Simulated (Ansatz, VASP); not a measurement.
One calculation of BAs, two programs

Contents of INCAR:

```
ALGO = Normal
EDIFF = 1E-6
ENCUT = 520
ISIF = 2
ISMEAR = -1
LASPH = True
LCHARG = False
LREAL = False
LWAVE = False
NBANDS = 11
NELM = 100
PREC = Accurate
SIGMA = 0.2
```

Contents of KPOINTS:

```
k-points
0
Gamma
  12 12 12
```

File POSCAR:

```
BAs
1.0
    0.0000000000      2.7573218356      1.7922591931
    2.7573218356      0.0000000000      1.7922591931
    2.7573218356      2.7573218356      0.0000000000
B As
1 1
Direct
    0.0000000000      0.0000000000      0.0000000000
    0.7500000000      0.7500000000      0.7500000000
```

Input for Ansatz:

```yaml
crystal:
  lattice:
    - [0.0, 2.7573218356, 1.7922591931]
    - [2.7573218356, 0.0, 1.7922591931]
    - [2.7573218356, 2.7573218356, 0.0]
  atoms:
    - { symbol: B, position: [0.0, 0.0, 0.0] }
    - { symbol: As, position: [0.75, 0.75, 0.75] }
basis:
  ecutwfc: 420
kpoints:
  mp_grid: { grid: [12, 12, 12] }
hamiltonian:
  xc: lda
scf:
  occupations: { method: fermi_dirac, width: 0.2 }
output:
  forces: true
  stress: true
  eigenvalues: true
```

Alike in both runs: task single point; functional LDA; k mesh 12 × 12 × 12; occupations fermi-dirac, width 0.2 eV; no spin polarisation.

|  | VASP | Ansatz |
| --- | --- | --- |
| version | VASP 6.6.1 | Ansatz 0.2.0 |
| potentials or method | VASP PAW LDA potentials, release 64 (B, As), cutoff 520 eV | scalar-relativistic, plane waves, PAW |
| valence electrons in the cell | 8 | 18 |

```csv
,VASP,Ansatz,Ansatz less VASP
gap on the k mesh at the Fermi level (eV),none,none,-
pressure (GPa),-8.3,-8.9,-0.59
"traceless stress, the component that is largest in VASP (GPa)",20.61,20.84,+0.229
```

LDA's correlation is that of Perdew and Zunger in VASP and of Perdew and Wang (1992) in Ansatz. A gap of «none» marks a metal or a gap that the smearing closes. VASP's potentials hold 8 valence electrons a cell and Ansatz's 18, so a difference there can come from the potentials and not from the codes.
